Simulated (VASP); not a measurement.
Here is a VASP 6.6.1 calculation.

INCAR

```
PREC = Accurate ; ENCUT = 520
EDIFF = 1E-7 ; ISMEAR = 0
SIGMA = 0.02 ; LREAL = False
LASPH = True ; NELM = 80
ALGO = Normal ; ISIF = 2
LWAVE = False ; LCHARG = True
LDIPOL = True ; IDIPOL = 3
DIPOL = 0.5 0.5 0.500 ; GGA = PE
IVDW = 12 ; LELF = True
LVHAR = True ; LVACPOTAV = True
NBANDS = 12
```

File KPOINTS:

```
regular mesh
0
Gamma
  9 9 1
```

POSCAR

```
P
1.0
    3.0730000000      0.0000000000      0.0000000000
   -1.5365000000      2.6612960658      0.0000000000
    0.0000000000      0.0000000000     28.0000000000
P
2
Direct
    0.3333333333      0.6666666667      0.5143035714
    0.6666666667      0.3333333333      0.4856964286
```

Potentials or basis: VASP PAW PBE potentials, release 64 (P).

Run with:

```sh
$ cat potpaw_PBE.64/P/POTCAR > POTCAR
$ mpirun -np 1 vasp_std > vasp.out
```

(1) What does it give for the band gap on the k mesh?

(2) Predict the work function of the lower face.

## Answers

(1) zero (bands 5 and 6 overlap by 0.47 eV).

(2) 5.34 eV.
